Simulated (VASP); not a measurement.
# BaTiO3 (R3m) in VASP: further runs

BaTiO3 is run at these levels: PBEsol; tasks: single point.

Everything below comes from runs of VASP 6.6.1. Logs are shortened: lines on timing, memory, paths and dates and some standing lists are left out, and cuts for length are marked.

## (1) The cell of the first run

The structure is trigonal, space group R3m (No. 160). The conventional cell has a = 5.692 Å, b = 5.692 Å, c = 7.001 Å, α = 90.00°, β = 90.00°, γ = 120.00°. Ba (site symmetry 3m) has 12 O at 2.81 to 2.90 Å and 8 Ti at 3.39 to 3.61 Å within 3.7 Å. Ti (site symmetry 3m) has 6 O at 1.89 to 2.15 Å within 2.5 Å. O (site symmetry m) has 2 Ti at 1.89 to 2.15 Å within 2.5 Å.

## (2) Single point, PBEsol

INCAR reads:

```
ALGO = Normal
EDIFF = 1E-6
ENCUT = 520
GGA = PS
ISIF = 2
ISMEAR = 0
LASPH = T
LCHARG = F
LREAL = F
LWAVE = F
NBANDS = 28
NELM = 100
PREC = Accurate
SIGMA = 0.01
```

KPOINTS reads:

```
k-points
0
Gamma
  6 6 6
```

POSCAR reads:

```
BaTiO3
1.0
    2.8460918305      1.6431917853      2.3337470435
   -2.8460918305      1.6431917853      2.3337470435
    0.0000000000     -3.2863835705      2.3337470435
Ba Ti O
1 1 3
Direct
    0.0000000000      0.0000000000      0.0000000000
    0.4845000000      0.4845000000      0.4845000000
    0.5086000000      0.5086000000      0.0175000000
    0.0175000000      0.5086000000      0.5086000000
    0.5086000000      0.0175000000      0.5086000000
```

Potentials or basis: VASP PAW PBE potentials, release 64 (Ba_sv, Ti_sv, O).

On the command line:

```bash
$ cat potpaw_PBE.64/Ba_sv/POTCAR potpaw_PBE.64/Ti_sv/POTCAR potpaw_PBE.64/O/POTCAR > POTCAR
$ mpirun -np 1 vasp_std > vasp.out
```

OUTCAR:

```text
EDIFF = 1E-6
   ENCUT = 520
   GGA = PS
   ISIF = 2
   ISMEAR = 0
   LASPH = T
   LREAL = F
   NELM = 100
   PREC = Accurate

 ion  position               nearest neighbor table
   1  0.000  0.000  0.000-   3 2.81   4 2.81   5 2.81   4 2.85   5 2.85   5 2.85   4 2.85   3 2.85
                             3 2.85   3 2.90   4 2.90   5 2.90   2 3.39   2 3.45   2 3.45   2 3.45
   2  0.484  0.484  0.484-   3 1.89   4 1.89   5 1.89   3 2.15   4 2.15   5 2.15   1 3.39   1 3.45
                             1 3.45   1 3.45   1 3.53   1 3.53   1 3.53   1 3.61
   3  0.509  0.509  0.017-   2 1.89   2 2.15   1 2.81   1 2.85   1 2.85   1 2.90
   4  0.017  0.509  0.509-   2 1.89   2 2.15   1 2.81   1 2.85   1 2.85   1 2.90
   5  0.509  0.017  0.509-   2 1.89   2 2.15   1 2.81   1 2.85   1 2.85   1 2.90

  LATTYP: Found a trigonal (rhomboedric) cell.
 ALAT       =     4.0307186970
 COS(alpha) =     0.0028446280

  Lattice vectors:

 A1 = (   2.8460918305,   1.6431917853,   2.3337470435)
 A2 = (  -2.8460918305,   1.6431917853,   2.3337470435)
 A3 = (   0.0000000000,  -3.2863835705,   2.3337470435)

Analysis of symmetry for initial positions (statically):
=====================================================================
 Subroutine PRICEL returns:
 Original cell was already a primitive cell.

 Routine SETGRP: Setting up the symmetry group for a
 trigonal (rhombohedral) supercell.

 Subroutine GETGRP returns: Found  6 space group operations
 (whereof  6 operations were pure point group operations)
 out of a pool of 12 trial point group operations.

The static configuration has the point symmetry C_3v.

Analysis of symmetry for dynamics (positions and initial velocities):
=====================================================================
 Subroutine PRICEL returns:
 Original cell was already a primitive cell.

 Routine SETGRP: Setting up the symmetry group for a
 trigonal (rhombohedral) supercell.

 Subroutine GETGRP returns: Found  6 space group operations
 (whereof  6 operations were pure point group operations)
 out of a pool of 12 trial point group operations.

The dynamic configuration has the point symmetry C_3v.

 Subroutine INISYM returns: Found  6 space group operations
 (whereof  6 operations are pure point group operations),
 and found     1 'primitive' translations

----------------------------------------------------------------------------------------

                                     Primitive cell

  volume of cell :      65.4851

  direct lattice vectors                    reciprocal lattice vectors
[... 98 lines left out ...]
   NFREE  =      0    steps in history (QN), initial steepest desc. (CG)
   ISIF   =      2    stress and relaxation
   ISYM   =      2    0-nonsym 1-usesym 2-fastsym
   POTIM  = 0.5000    time-step for ionic-motion
   TEBEG  =    0.0;   TEEND  =   0.0 temperature during run
   PSTRESS=    0.0 pullay stress
   NELECT =      40.0000    total number of electrons
   NUPDOWN=      -1.0000    fix difference up-down
   EMIN   =  10.00;   EMAX   =-10.00  energy-range for DOS
   EFERMI =   0.00;   METHOD = LEGACY
   ISMEAR =     0;   SIGMA  =   0.01  broadening in eV -4-tet -1-fermi 0-gaus
   EFERMI_NEDOS =   21; number of points for ismear=-14 and -15
   IALGO  =     38    algorithm
   IMIX   =      4    mixing-type and parameters
     AMIX     =   0.40;   BMIX     =  1.00
     AMIX_MAG =   1.60;   BMIX_MAG =  1.00
  volume/ion in A,a.u.               =      13.10        88.38
  Fermi-wavevector in a.u.,A,eV,Ry     =   1.389038  2.624901 26.251438  1.929426
  Thomas-Fermi vector in A             =   2.513107
   LORBIT       =      0    0 simple, 1 ext, 2 COOP (PROOUT), +10 PAW based schemes
   GGA     = PS    functional components
   LHFCALC =     F    Hartree Fock is set to
   AEXX    =    0.0000 exact exchange contribution
   IVDW    =     0    specifies the selected vdW correction
   LEPSILON=     F    determine dielectric tensor
   LRPA    =     F    only Hartree local field effects (RPA)
 non-spin polarized calculation
 Gauss-broadening in eV      SIGMA  =   0.01
  energy-cutoff  :      520.00
  volume of cell :       65.49
 maximum number of plane-waves:      1791
 NGX is ok and might be reduce to    30
   NGX = 15   NGY = 15   NGZ = 15

 number of electron      40.0000004 magnetization

 Free energy of the ion-electron system (eV)
  ---------------------------------------------------
  ext. energy  EPLUGINS =         0.00000000
  ---------------------------------------------------
  free energy    TOTEN  =       -41.99912713 eV

  energy without entropy =      -41.99912713  energy(sigma->0) =      -41.99912713

 E-fermi :   3.5307     XC(G=0): -11.3892

 val. band max:        3.4750114140   @ k =   0.5000   0.5000   0.5000
 cond. band min:       5.7636856954   @ k =   0.0000   0.0000   0.0000
 fundamental gap:      2.2886742814
 Fermi energy:         3.5306820298

 k-point     1 :       0.0000    0.0000    0.0000
  band No.  band energies     occupation
      1     -52.6363      2.00000
      2     -28.9930      2.00000
      3     -28.9930      2.00000
      4     -28.9917      2.00000
      5     -21.3244      2.00000
      6     -13.2315      2.00000
[... 733 lines left out ...]
     27      11.4896      0.00000
     28      11.9445      0.00000

 [... further k-points ...]

------------------------ aborting loop because EDIFF is reached ----------------------------------------

  FORCE on cell =-STRESS in cart. coord.  units (eV):
  Direction    XX          YY          ZZ          XY          YZ          ZX
  --------------------------------------------------------------------------------------
  -------------------------------------------------------------------------------------
  Total       -1.1123344     -1.1123342     -1.0982620      0.0000000     -0.0000000      0.0000000
  in kB      -27.2147120    -27.2147087    -26.8704144      0.0000000     -0.0000000      0.0000000
  external PRESSURE =     -27.0999450 kB  Pullay stress =       0.0000000 kB

 VOLUME and BASIS-vectors are now :
 -----------------------------------------------------------------------------
  energy-cutoff  :      520.00
  volume of cell :       65.49
      direct lattice vectors                 reciprocal lattice vectors
     2.846091830  1.643191785  2.333747043     0.175679504  0.101428615  0.142831818
    -2.846091830  1.643191785  2.333747043    -0.175679504  0.101428615  0.142831818
     0.000000000 -3.286383570  2.333747043     0.000000000 -0.202857230  0.142831818

 POSITION                                       TOTAL-FORCE (eV/Angst)
 -----------------------------------------------------------------------------------
      0.00000      0.00000      0.00000         0.000000     -0.000000     -0.131356
      0.00000      0.00000      3.39210         0.000000     -0.000000     -0.063713
      0.00000      1.61394      2.41473         0.000000     -0.034604      0.065023
     -1.39772     -0.80697      2.41473         0.029968      0.017302      0.065023
      1.39772     -0.80697      2.41473        -0.029968      0.017302      0.065023
 -----------------------------------------------------------------------------------
    total drift:                                0.000000      0.000001      0.000249

  FREE ENERGIE OF THE ION-ELECTRON SYSTEM (eV)
  ---------------------------------------------------
  free  energy   TOTEN  =       -41.9991271342 eV

  energy  without entropy=      -41.9991271342  energy(sigma->0) =      -41.99912713
```

stdout:

```text
POSCAR found type information on POSCAR BaTiO
 POSCAR found :  3 types and       5 ions
 scaLAPACK will be used
 -----------------------------------------------------------------------------
|                                                                             |
|                                                                             |
|     You enforced a specific xc type in the INCAR file but a different       |
|     I HOPE YOU KNOW WHAT YOU ARE DOING!                                     |
|                                                                             |
 -----------------------------------------------------------------------------

 LDA part: xc-table for (Slater+PW92), standard interpolation
 POSCAR, INCAR and KPOINTS ok, starting setup
 FFT: planning ... GRIDC
 FFT: planning ... GRID_SOFT
 FFT: planning ... GRID
 WAVECAR not read
 entering main loop
```

Wall time 38 s (1 thread of Intel Xeon Platinum 8488C (Sapphire Rapids), shared host); peak memory 0.2 GiB.

What came out:

```
Free energy            : -41.9991 eV
Pressure               : -2.7 GPa
Largest force          : 0.131 eV/Å
Band gap on the k mesh : 2.29 eV, indirect (least direct gap 2.70 eV)
```

Forces in eV/Å, atoms in the order of the input:
```
Ba   0.000  0.000 -0.131
Ti   0.000  0.000 -0.064
O    0.000 -0.035  0.065
O    0.030  0.017  0.065
O   -0.030  0.017  0.065
```

Caveat: the PAW data sets were made with another functional, which shifts forces and pressure a little; spin-orbit coupling is left out, which moves the levels of the heavy elements.

## (3) Single point, PBEsol

This run uses another cell than the first one, of 13.35 Å³/atom, 1.020 times its volume.

INCAR reads:

```
SYSTEM = BaTiO3
PREC     = Accurate       ! precision mode
ENCUT    = 520            ! plane-wave cutoff, eV
EDIFF    = 1E-6           ! SCF threshold, eV
ISMEAR   = 0              ! smearing method
SIGMA    = 0.01           ! smearing width, eV
LREAL    = .FALSE.        ! projectors in reciprocal space
LASPH    = .TRUE.         ! aspherical terms in the spheres
NELM     = 60             ! most SCF steps
ALGO     = Normal         ! electronic algorithm
ISIF     = 2              ! what is computed and relaxed
LWAVE    = .FALSE.        ! write WAVECAR
LCHARG   = .TRUE.         ! write CHGCAR
GGA      = PS             ! functional
LELF     = .TRUE.         ! ELF
LVHAR    = .TRUE.       
NBANDS   = 28             ! bands
```

KPOINTS reads:

```
regular mesh
0
G
  6 6 6
  0 0 0
```

POSCAR, as its differences from that of step 2:

```diff
@@ -2,5 +2,5 @@
 1.0
-    2.8460918305      1.6431917853      2.3337470435
-   -2.8460918305      1.6431917853      2.3337470435
-    0.0000000000     -3.2863835705      2.3337470435
+    2.8645734641      1.6538621608      2.3489016697
+   -2.8645734641      1.6538621608      2.3489016697
+    0.0000000000     -3.3077243215      2.3489016697
 Ba Ti O
```

Potentials or basis: VASP PAW PBE potentials, release 64 (Ba_sv, Ti_sv, O).

On the command line:

```bash
$ cat potpaw_PBE.64/Ba_sv/POTCAR potpaw_PBE.64/Ti_sv/POTCAR potpaw_PBE.64/O/POTCAR > POTCAR
$ mpirun -np 1 vasp_std > vasp.out
```

It took 37 s on 1 thread of Intel Xeon Platinum 8488C (Sapphire Rapids), shared host; peak memory 0.2 GiB.

Results (log left out):

```yaml
Free_energy: -41.9668 eV
Pressure: -5.7 GPa
Largest_force: 0.258 eV/Å
Band_gap_on_the_k_mesh: 2.24 eV, indirect (least direct gap 2.67 eV)
```

Forces in eV/Å, atoms in the order of the input:
```
Ba   0.000  0.000 -0.136
Ti   0.000  0.000 -0.258
O    0.000 -0.156  0.131
O    0.135  0.078  0.131
O   -0.135  0.078  0.131
```

Stress tensor (GPa, compression positive):
```
-5.74  0.00  0.00
 0.00 -5.74  0.00
 0.00  0.00 -5.51
```

Levels at points of the mesh, in eV from the valence-band top:
```
           k point  band 16  band 17  band 18  band 19  band 20  band 21  band 22  band 23  band 24  band 25
(0.00, 0.00, 0.00)    -1.26    -1.02    -0.55    -0.43    -0.43     2.24     2.24     2.37     4.24     4.24
(0.50, 0.00, 0.00)    -2.05    -1.64    -1.62    -0.96    -0.84     2.40     3.58     3.68     4.20     5.81
(0.50, 0.50, 0.00)    -2.62    -1.66    -0.92    -0.87    -0.09     3.65     3.66     3.98     4.76     7.46
(0.50, 0.50, 0.50)    -2.41    -2.37    -0.02    -0.02     0.00     4.10     4.24     4.24     6.34     6.34
```

Caveat: the PAW data sets were made with another functional, which shifts forces and pressure a little; spin-orbit coupling is left out, which moves the levels of the heavy elements. A k mesh can miss the band edges.

## (4) Single point, PBEsol

This run uses another cell than the first one, of 13.61 Å³/atom, 1.039 times its volume.

INCAR reads:

```
SYSTEM = BaTiO3
PREC = Accurate
ENCUT = 520
EDIFF = 1E-7
ISMEAR = 0
SIGMA = 0.01
LREAL = .False.
LASPH = .True.
NELM = 100
ALGO = Normal
ISIF = 2
LWAVE = .False.
LCHARG = .False.
GGA = PS
NBANDS = 28
```

KPOINTS reads:

```
Automatic mesh
0
Gamma
  6 6 6
  0 0 0
```

POSCAR, as its differences from that of step 3:

```diff
@@ -2,5 +2,5 @@
 1.0
-    2.8645734641      1.6538621608      2.3489016697
-   -2.8645734641      1.6538621608      2.3489016697
-    0.0000000000     -3.3077243215      2.3489016697
+    2.8828196469      1.6643965987      2.3638632302
+   -2.8828196469      1.6643965987      2.3638632302
+    0.0000000000     -3.3287931974      2.3638632302
 Ba Ti O
```

Potentials or basis: VASP PAW PBE potentials, release 64 (Ba_sv, Ti_sv, O).

On the command line:

```bash
$ cat potpaw_PBE.64/Ba_sv/POTCAR potpaw_PBE.64/Ti_sv/POTCAR potpaw_PBE.64/O/POTCAR > POTCAR
$ mpirun -np 1 vasp_std > vasp.out
```

OUTCAR:

```text
SYSTEM = BaTiO3
   PREC = Accurate
   ENCUT = 520
   EDIFF = 1E-7
   ISMEAR = 0
   LREAL = .False.
   LASPH = .True.
   NELM = 100
   ISIF = 2
   GGA = PS

 ion  position               nearest neighbor table
   1  0.000  0.000  0.000-   3 2.84   4 2.84   5 2.84   4 2.88   5 2.88   5 2.88   4 2.88   3 2.88
                             3 2.88   3 2.94   4 2.94   5 2.94   2 3.44   2 3.50   2 3.50   2 3.50
   2  0.484  0.484  0.484-   3 1.91   4 1.91   5 1.91   3 2.18   4 2.18   5 2.18   1 3.44   1 3.50
                             1 3.50   1 3.50   1 3.57   1 3.57   1 3.57   1 3.66
[... 952 lines left out ...]
  -------------------------------------------------------------------------------------
  Total       -3.5959270     -3.5959266     -3.4191387      0.0000000      0.0000000      0.0000000
  in kB      -84.6590829    -84.6590726    -80.4969479      0.0000000      0.0000000      0.0000000
  external PRESSURE =     -83.2717011 kB  Pullay stress =       0.0000000 kB

 VOLUME and BASIS-vectors are now :
 -----------------------------------------------------------------------------
  energy-cutoff  :      520.00
  volume of cell :       68.05
      direct lattice vectors                 reciprocal lattice vectors
     2.882819647  1.664396599  2.363863230     0.173441304  0.100136390  0.141012106
    -2.882819647  1.664396599  2.363863230    -0.173441304  0.100136390  0.141012106
     0.000000000 -3.328793197  2.363863230     0.000000000 -0.200272780  0.141012106

 POSITION                                       TOTAL-FORCE (eV/Angst)
 -----------------------------------------------------------------------------------
      0.00000      0.00000      0.00000         0.000000      0.000000     -0.140376
      0.00000      0.00000      3.43588         0.000000      0.000000     -0.440751
      0.00000      1.63477      2.44589         0.000000     -0.269742      0.193709
     -1.41575     -0.81739      2.44589         0.233603      0.134871      0.193709
      1.41575     -0.81739      2.44589        -0.233603      0.134871      0.193709
 -----------------------------------------------------------------------------------
    total drift:                                0.000000      0.000001     -0.000924

  FREE ENERGIE OF THE ION-ELECTRON SYSTEM (eV)
  ---------------------------------------------------
  free  energy   TOTEN  =       -41.9120307057 eV

  energy  without entropy=      -41.9120307057  energy(sigma->0) =      -41.91203071
```

OSZICAR:

```text
N       E                     dE             d eps       ncg     rms          rms(c)
DAV:   1     0.431502209006E+03    0.43150E+03   -0.20745E+04  1792   0.154E+03
DAV:   2    -0.545161219711E+01   -0.43695E+03   -0.41771E+03  2040   0.427E+02
DAV:   3    -0.499750256273E+02   -0.44523E+02   -0.44126E+02  2528   0.133E+02
DAV:   4    -0.520457598941E+02   -0.20707E+01   -0.20661E+01  2712   0.248E+01
DAV:   5    -0.521033559702E+02   -0.57596E-01   -0.57588E-01  2432   0.316E+00    0.222E+01
DAV:   6    -0.422804201882E+02    0.98229E+01   -0.53757E+01  2688   0.646E+01    0.102E+01
DAV:   7    -0.421608440604E+02    0.11958E+00   -0.11817E+01  2456   0.247E+01    0.679E+00
DAV:   8    -0.419332805332E+02    0.22756E+00   -0.66091E-01  2148   0.721E+00    0.353E+00
DAV:   9    -0.419482791671E+02   -0.14999E-01   -0.44178E-01  2656   0.572E+00    0.177E+00
DAV:  10    -0.419174513013E+02    0.30828E-01   -0.20571E-01  2124   0.440E+00    0.622E-01
DAV:  11    -0.419121219430E+02    0.53294E-02   -0.25724E-02  2148   0.942E-01    0.173E-01
DAV:  12    -0.419124115775E+02   -0.28963E-03   -0.35653E-03  2324   0.547E-01    0.160E-01
DAV:  13    -0.419120269330E+02    0.38464E-03   -0.14014E-03  2260   0.370E-01    0.217E-02
DAV:  14    -0.419120310605E+02   -0.41275E-05   -0.47774E-05  2484   0.471E-02    0.855E-03
DAV:  15    -0.419120312630E+02   -0.20243E-06   -0.89877E-06  2584   0.219E-02    0.569E-03
DAV:  16    -0.419120306810E+02    0.58199E-06   -0.19689E-06  2140   0.139E-02    0.982E-04
DAV:  17    -0.419120307057E+02   -0.24677E-07   -0.70307E-08  1540   0.178E-03
   1 F= -.41912031E+02 E0= -.41912031E+02  d E =0.000000E+00
```

Run time: 40 s. Hardware: 1 thread of Intel Xeon Platinum 8488C (Sapphire Rapids), shared host; peak memory 0.21 GiB.

Results:

```
Free energy            : -41.9120 eV
Pressure               : -8.3 GPa
Largest force          : 0.441 eV/Å
Band gap on the k mesh : 2.19 eV, indirect (least direct gap 2.63 eV)
```

Forces on the atoms (eV/Å):
```
Ba   0.000  0.000 -0.140
Ti   0.000  0.000 -0.441
O    0.000 -0.270  0.194
O    0.234  0.135  0.194
O   -0.234  0.135  0.194
```

Caveat: the PAW data sets were made with another functional, which shifts forces and pressure a little; spin-orbit coupling is left out, which moves the levels of the heavy elements. A k mesh can miss the band edges.

## (5) Summary

```tsv
cell	gap on the mesh (eV)	pressure (GPa)	largest force (eV/Å)
a = 4.031 Å, angles 89.8°, 5 atoms	2.29	-2.7	0.13
a = 4.057 Å, angles 89.8°, 5 atoms	2.24	-5.7	0.26
a = 4.083 Å, angles 89.8°, 5 atoms	2.19	-8.3	0.44
```

Alike in all rows: task single point; level PBEsol; potentials or basis VASP PAW PBE potentials, release 64 (Ba_sv, Ti_sv, O); no spin polarisation; k mesh 6 × 6 × 6; cutoff (eV) 520; smearing gaussian 0.01 eV.

Caveats: the PAW data sets were made with another functional, which shifts forces and pressure a little; spin-orbit coupling is left out, which moves the levels of the heavy elements.

Absolute energies hang on the potentials; compare differences alone.
